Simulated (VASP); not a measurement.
# GaAs (F-43m) in VASP: settings compared

The runs below take GaAs through single point, with PBE, r2SCAN.

Program: VASP 6.6.1. These are calculated values, not measurements. Logs are shortened: lines on timing, memory, paths and dates and some standing lists are left out, and cuts for length are marked.

### Step 1. The cell of the first run

The structure is cubic, space group F-43m (No. 216). The conventional cell has a = 5.502 Å, b = 5.502 Å, c = 5.502 Å, α = 90.00°, β = 90.00°, γ = 90.00°. Within 3.1 Å of Ga (site symmetry -43m) lie 4 As at 2.38 Å. As (site symmetry -43m) has 4 Ga at 2.38 Å within 3.1 Å.

### Step 2. Single point, PBE (strain -2.9%)

INCAR

```
PREC = Accurate
ENCUT = 520
EDIFF = 1E-6
ISMEAR = -1
SIGMA = 0.02
LREAL = False
LASPH = True
NELM = 60
ALGO = Normal
ISIF = 2
LWAVE = False
LCHARG = True
GGA = PE
LELF = True
LVHAR = True
NBANDS = 16
```

KPOINTS

```
Automatic mesh
0
Gamma
  8 8 8
```

POSCAR

```
GaAs
1.0
    0.0000000000      2.7509237799      2.7509237799
    2.7509237799      0.0000000000      2.7509237799
    2.7509237799      2.7509237799      0.0000000000
Ga As
1 1
Direct
    0.0000000000      0.0000000000      0.0000000000
    0.2500000000      0.2500000000      0.2500000000
```

Potentials or basis: VASP PAW PBE potentials, release 64 (Ga_d, As).

Started as:

```bash
$ cat potpaw_PBE.64/Ga_d/POTCAR potpaw_PBE.64/As/POTCAR > POTCAR
$ mpirun -np 1 vasp_std > vasp.out
```

OUTCAR:

```text
PREC = Accurate
   ENCUT = 520
   EDIFF = 1E-6
   ISMEAR = -1
   LREAL = False
   LASPH = True
   NELM = 60
   ISIF = 2
   GGA = PE

 ion  position               nearest neighbor table
   1  0.000  0.000  0.000-   2 2.38   2 2.38   2 2.38   2 2.38
   2  0.250  0.250  0.250-   1 2.38   1 2.38   1 2.38   1 2.38

  LATTYP: Found a face centered cubic cell.
 ALAT       =     5.5018475598

  Lattice vectors:

 A1 = (   0.0000000000,   2.7509237799,   2.7509237799)
 A2 = (   2.7509237799,   0.0000000000,   2.7509237799)
 A3 = (   2.7509237799,   2.7509237799,   0.0000000000)

Analysis of symmetry for initial positions (statically):
=====================================================================
 Subroutine PRICEL returns:
 Original cell was already a primitive cell.

 Routine SETGRP: Setting up the symmetry group for a
 face centered cubic supercell.

 Subroutine GETGRP returns: Found 24 space group operations
 (whereof 24 operations were pure point group operations)
 out of a pool of 48 trial point group operations.

The static configuration has the point symmetry T_d .

Analysis of symmetry for dynamics (positions and initial velocities):
=====================================================================
 Subroutine PRICEL returns:
 Original cell was already a primitive cell.

 Routine SETGRP: Setting up the symmetry group for a
 face centered cubic supercell.

 Subroutine GETGRP returns: Found 24 space group operations
 (whereof 24 operations were pure point group operations)
 out of a pool of 48 trial point group operations.

The dynamic configuration has the point symmetry T_d .

 Subroutine INISYM returns: Found 24 space group operations
 (whereof 24 operations are pure point group operations),
 and found     1 'primitive' translations

----------------------------------------------------------------------------------------

                                     Primitive cell

  volume of cell :      41.6357

  direct lattice vectors                    reciprocal lattice vectors
     0.000000000  2.750923780  2.750923780    -0.181757126  0.181757126  0.181757126
     2.750923780  0.000000000  2.750923780     0.181757126 -0.181757126  0.181757126
     2.750923780  2.750923780  0.000000000     0.181757126  0.181757126 -0.181757126

  length of vectors
     3.890393719  3.890393719  3.890393719     0.314812577  0.314812577  0.314812577

  position of ions in fractional coordinates (direct lattice)
     0.000000000  0.000000000  0.000000000
     0.250000000  0.250000000  0.250000000

  ion indices of the primitive-cell ions
   primitive index   ion index
                 1           1
                 2           2

----------------------------------------------------------------------------------------

 KPOINTS: Automatic mesh

Automatic generation of k-mesh.
 Grid dimensions read from file:
 generate k-points for:    8    8    8

 Generating k-lattice:

  Cartesian coordinates                     Fractional coordinates (reciprocal lattice)
    -0.022719641  0.022719641  0.022719641     0.125000000  0.000000000  0.000000000
     0.022719641 -0.022719641  0.022719641     0.000000000  0.125000000  0.000000000
     0.022719641  0.022719641 -0.022719641     0.000000000  0.000000000  0.125000000

  Length of vectors
     0.039351572  0.039351572  0.039351572

  Shift w.r.t. Gamma in fractional coordinates (k-lattice)
     0.000000000  0.000000000  0.000000000

 Subroutine IBZKPT returns following result:
 ===========================================

 Found     29 irreducible k-points:

 Following reciprocal coordinates:
            Coordinates               Weight
  0.000000  0.000000  0.000000      1.000000
  0.125000  0.000000  0.000000      8.000000
  0.250000  0.000000  0.000000      8.000000
  0.375000  0.000000  0.000000      8.000000
  0.500000  0.000000  0.000000      4.000000
  0.125000  0.125000  0.000000      6.000000
[... 16 lines left out ...]
  0.500000  0.250000  0.125000     48.000000
 -0.375000  0.250000  0.125000     24.000000
 [... further k-points ...]
   k-points           NKPTS =     29   k-points in BZ     NKDIM =     29   number of bands    NBANDS=     16
   number of dos      NEDOS =    301   number of ions     NIONS =      2
   total plane-waves  NPLWV =  27000
   dimension x,y,z NGX =    30 NGY =   30 NGZ =   30
   dimension x,y,z NGXF=    60 NGYF=   60 NGZF=   60
   ions per type =               1   1
   NGX,Y,Z   is equivalent  to a cutoff of  12.82, 12.82, 12.82 a.u.
   NGXF,Y,Z  is equivalent  to a cutoff of  25.64, 25.64, 25.64 a.u.
 SYSTEM =  unknown system
   PREC   = accura    normal or accurate (medium, high low for compatibility)
   ISTART =      0    job   : 0-new  1-cont  2-samecut
   ICHARG =      2    charge: 1-file 2-atom 10-const
   ISPIN  =      1    spin polarized calculation?
   LNONCOLLINEAR =      F non collinear calculations
   LSORBIT =      F    spin-orbit coupling
   LASPH  =      T    aspherical Exc in radial PAW
   ENCUT  =  520.0 eV  38.22 Ry    6.18 a.u.   7.23  7.23  7.23*2*pi/ulx,y,z
   NELM   =     60;   NELMIN=  2; NELMDL= -5     # of ELM steps
   EDIFF  = 0.1E-05   stopping-criterion for ELM
   LREAL  =      F    real-space projection
   EDIFFG = 0.1E-04   stopping-criterion for IOM
   NSW    =      0    number of steps for IOM
   IBRION =     -1    ionic relax: 0-MD 1-quasi-New 2-CG
   NFREE  =      0    steps in history (QN), initial steepest desc. (CG)
   ISIF   =      2    stress and relaxation
   ISYM   =      2    0-nonsym 1-usesym 2-fastsym
   POTIM  = 0.5000    time-step for ionic-motion
   TEBEG  =    0.0;   TEEND  =   0.0 temperature during run
   PSTRESS=    0.0 pullay stress
   NELECT =      18.0000    total number of electrons
   NUPDOWN=      -1.0000    fix difference up-down
   EMIN   =  10.00;   EMAX   =-10.00  energy-range for DOS
   EFERMI =   0.00;   METHOD = LEGACY
   ISMEAR =    -1;   SIGMA  =   0.02  broadening in eV -4-tet -1-fermi 0-gaus
   EFERMI_NEDOS =   21; number of points for ismear=-14 and -15
   IALGO  =     38    algorithm
   IMIX   =      4    mixing-type and parameters
     AMIX     =   0.40;   BMIX     =  1.00
     AMIX_MAG =   1.60;   BMIX_MAG =  1.00
  volume/ion in A,a.u.               =      20.82       140.49
  Fermi-wavevector in a.u.,A,eV,Ry     =   1.237876  2.339246 20.848707  1.532337
  Thomas-Fermi vector in A             =   2.372425
   LORBIT       =      0    0 simple, 1 ext, 2 COOP (PROOUT), +10 PAW based schemes
   GGA     = PE    functional components
   LHFCALC =     F    Hartree Fock is set to
   AEXX    =    0.0000 exact exchange contribution
   IVDW    =     0    specifies the selected vdW correction
   LEPSILON=     F    determine dielectric tensor
   LRPA    =     F    only Hartree local field effects (RPA)
 non-spin polarized calculation
  energy-cutoff  :      520.00
  volume of cell :       41.64
 maximum number of plane-waves:      1139
 NGX is ok and might be reduce to    30
   NGX = 15   NGY = 15   NGZ = 15

 number of electron      18.0000001 magnetization

 Free energy of the ion-electron system (eV)
  ---------------------------------------------------
  ext. energy  EPLUGINS =         0.00000000
  ---------------------------------------------------
  free energy    TOTEN  =        -8.09346439 eV

  energy without entropy =       -8.09346439  energy(sigma->0) =       -8.09346439

 E-fermi :   5.1528     XC(G=0):  -9.9603

 val. band max:        4.7371629504   @ k =   0.0000   0.0000   0.0000
 cond. band min:       5.8910195021   @ k =   0.0000   0.0000   0.0000
 fundamental gap:      1.1538565518
 Fermi energy:         5.1528017725

 k-point     1 :       0.0000    0.0000    0.0000
  band No.  band energies     occupation
      1     -10.2433      2.00000
      2     -10.2433      2.00000
      3     -10.2433      2.00000
      4     -10.1417      2.00000
      5     -10.1417      2.00000
      6      -8.6095      2.00000
[... 8 lines left out ...]
     15      15.0619      0.00000
     16      15.0619      0.00000

 k-point     2 :       0.1250    0.0000    0.0000
  band No.  band energies     occupation
      1     -10.2639      2.00000
      2     -10.2386      2.00000
      3     -10.2386      2.00000
      4     -10.1420      2.00000
      5     -10.1420      2.00000
      6      -8.4025      2.00000
[... 8 lines left out ...]
     15      14.1194      0.00000
     16      14.1194      0.00000

 k-point     3 :       0.2500    0.0000    0.0000
  band No.  band energies     occupation
      1     -10.3060      2.00000
      2     -10.2285      2.00000
      3     -10.2285      2.00000
      4     -10.1415      2.00000
      5     -10.1415      2.00000
      6      -7.8258      2.00000
[... 8 lines left out ...]
     15      13.8803      0.00000
     16      13.8803      0.00000

 k-point     4 :       0.3750    0.0000    0.0000
  band No.  band energies     occupation
      1     -10.3413      2.00000
      2     -10.2206      2.00000
      3     -10.2206      2.00000
      4     -10.1386      2.00000
      5     -10.1386      2.00000
      6      -7.0408      2.00000
[... 8 lines left out ...]
     15      15.1733      0.00000
     16      15.1733      0.00000
[... 324 lines left out ...]
 k-point    22 :       0.3750    0.2500    0.1250
  band No.  band energies     occupation
      1     -10.3342      2.00000
      2     -10.2164      2.00000
      3     -10.2128      2.00000
      4     -10.1530      2.00000
      5     -10.1352      2.00000
      6      -7.3421      2.00000
[... 8 lines left out ...]
     15      16.0189      0.00000
     16      16.6327      0.00000

 k-point    23 :       0.5000    0.2500    0.1250
  band No.  band energies     occupation
      1     -10.3553      2.00000
      2     -10.2118      2.00000
      3     -10.2041      2.00000
      4     -10.1513      2.00000
      5     -10.1357      2.00000
      6      -6.6113      2.00000
[... 8 lines left out ...]
     15      15.9651      0.00000
     16      17.3980      0.00000

 k-point    24 :      -0.3750    0.2500    0.1250
  band No.  band energies     occupation
      1     -10.3632      2.00000
      2     -10.2109      2.00000
      3     -10.2010      2.00000
      4     -10.1480      2.00000
      5     -10.1374      2.00000
      6      -6.1858      2.00000
[... 8 lines left out ...]
     15      16.6164      0.00000
     16      17.3643      0.00000

 [... further k-points ...]

------------------------ aborting loop because EDIFF is reached ----------------------------------------

  FORCE on cell =-STRESS in cart. coord.  units (eV):
  Direction    XX          YY          ZZ          XY          YZ          ZX
  --------------------------------------------------------------------------------------
  -------------------------------------------------------------------------------------
  Total        2.8467012      2.8467012      2.8467012     -0.0000000     -0.0000000     -0.0000000
  in kB      109.5435452    109.5435452    109.5435452     -0.0000000     -0.0000000     -0.0000000
  external PRESSURE =     109.5435452 kB  Pullay stress =       0.0000000 kB

 VOLUME and BASIS-vectors are now :
 -----------------------------------------------------------------------------
  energy-cutoff  :      520.00
  volume of cell :       41.64
      direct lattice vectors                 reciprocal lattice vectors
     0.000000000  2.750923780  2.750923780    -0.181757126  0.181757126  0.181757126
     2.750923780  0.000000000  2.750923780     0.181757126 -0.181757126  0.181757126
     2.750923780  2.750923780  0.000000000     0.181757126  0.181757126 -0.181757126

 POSITION                                       TOTAL-FORCE (eV/Angst)
 -----------------------------------------------------------------------------------
      0.00000      0.00000      0.00000         0.000000     -0.000000     -0.000000
      1.37546      1.37546      1.37546        -0.000000      0.000000      0.000000
 -----------------------------------------------------------------------------------
    total drift:                                0.000001      0.000001      0.000001

  FREE ENERGIE OF THE ION-ELECTRON SYSTEM (eV)
  ---------------------------------------------------
  free  energy   TOTEN  =        -8.0934643907 eV

  energy  without entropy=       -8.0934643907  energy(sigma->0) =       -8.09346439
```

It took 24 s on 1 thread of Intel Xeon 8259CL, shared host; peak memory 0.18 GiB.

What came out:

* Free energy: -8.0935 eV
* Pressure: 11.0 GPa
* Band gap on the k mesh: 1.15 eV

Caveat: the cell differs from its parent crystal (strain -2.9%); the cell stands under pressure. A k mesh can miss the band edges.

### Step 3. Single point, r2SCAN (strain -2.9%)

POSCAR is that of step 2.

INCAR.step1

```
SYSTEM = GaAs
ALGO     = Normal         ! electronic algorithm
EDIFF    = 1E-4           ! SCF threshold, eV
ENCUT    = 520            ! plane-wave cutoff, eV
GGA      = PE             ! functional
ISMEAR   = 0              ! smearing method
LASPH    = .TRUE.         ! aspherical terms in the spheres
LCHARG   = .FALSE.        ! write CHGCAR
LREAL    = .FALSE.        ! projectors in reciprocal space
LWAVE    = .TRUE.         ! write WAVECAR
NBANDS   = 16             ! bands
NELM     = 80             ! most SCF steps
PREC     = Accurate       ! precision mode
SIGMA    = 0.01           ! smearing width, eV
```

INCAR.step2

```
SYSTEM = GaAs
ALGO     = Normal         ! electronic algorithm
EDIFF    = 1E-7           ! SCF threshold, eV
ENCUT    = 520            ! plane-wave cutoff, eV
ISIF     = 2              ! what is computed and relaxed
ISMEAR   = 0              ! smearing method
ISTART   = 1            
LASPH    = .TRUE.         ! aspherical terms in the spheres
LCHARG   = .FALSE.        ! write CHGCAR
LMIXTAU  = .TRUE.       
LREAL    = .FALSE.        ! projectors in reciprocal space
LWAVE    = .FALSE.        ! write WAVECAR
METAGGA  = R2SCAN         ! meta-GGA
NBANDS   = 16             ! bands
NELM     = 80             ! most SCF steps
PREC     = Accurate       ! precision mode
SIGMA    = 0.01           ! smearing width, eV
```

KPOINTS

```
k-points
0
G
  8 8 8
  0 0 0
```

Potentials or basis: VASP PAW PBE potentials, release 64 (Ga_d, As).

Started as:

```bash
$ cat potpaw_PBE.64/Ga_d/POTCAR potpaw_PBE.64/As/POTCAR > POTCAR
$ cp INCAR.step1 INCAR
$ mpirun -np 1 vasp_std > vasp.out
$ cp INCAR.step2 INCAR
$ mpirun -np 1 vasp_std > vasp.out
```

Wall time 2.7 min (1 thread of Intel Xeon 8259CL, shared host); peak memory 0.18 GiB.

It converged, with:

```
Free energy            : -26.9636 eV
Pressure               : 8.0 GPa
Band gap on the k mesh : 1.60 eV (least direct gap 1.67 eV)
```

Levels at points of the mesh, in eV from the valence-band top:
```
           k point  band 7  band 8  band 9  band 10  band 11  band 12
(0.00, 0.00, 0.00)    0.00    0.00    0.00     1.67     4.05     4.05
(0.50, 0.00, 0.00)   -7.31   -1.32   -1.32     1.62     5.00     5.00
(0.50, 0.50, 0.00)   -7.41   -3.09   -3.09     1.60     1.90    11.56
```

Caveat: the cell differs from its parent crystal (strain -2.9%); the cell stands under pressure; the PAW data sets were made with another functional, which shifts forces and pressure a little.
